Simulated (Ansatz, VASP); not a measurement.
**Two plane-wave programs on BN**

```
N B
1.0
     2.49824    0.00000    0.00000
    -1.24912    2.16354    0.00000
     0.00000    0.00000    6.63570
N B
2 2
Direct
  0.66667 0.33333 0.25000
  0.33333 0.66667 0.75000
  0.66667 0.33333 0.75000
  0.33333 0.66667 0.25000
```

Alike in both runs: task relaxation of cell and atoms; functional RPBE; dispersion D4; k mesh 12 × 12 × 4; occupations fermi-dirac, width 0.05 eV; no spin polarisation.

|  | VASP | Ansatz |
| --- | --- | --- |
| version | VASP 6.6.1 | Ansatz 0.2.0 |
| potentials or method | VASP PAW PBE potentials, release 64 (N, B) | Ansatz PAW |
| plane-wave cutoff (eV) | 600 | 420 |
| valence electrons in the cell | 16 | 16 |

|  | VASP | Ansatz | Ansatz less VASP |
| --- | --- | --- | --- |
| gap on the k mesh at the Fermi level, each at its own relaxed structure (eV) | 4.20 | 4.22 | +0.019 |
| relaxed volume (Å³/atom) | 8.34 | 8.39 | +0.050 |
| relaxed cell length with the largest relative difference (Å) | 6.116 | 6.153 | +0.0367 |

VASP's potentials were made for PBE, not for RPBE.

Noted on Ansatz's run: the plane-wave basis is chosen anew once the cell has moved, so the energies of steps on either side of that aren't comparable.
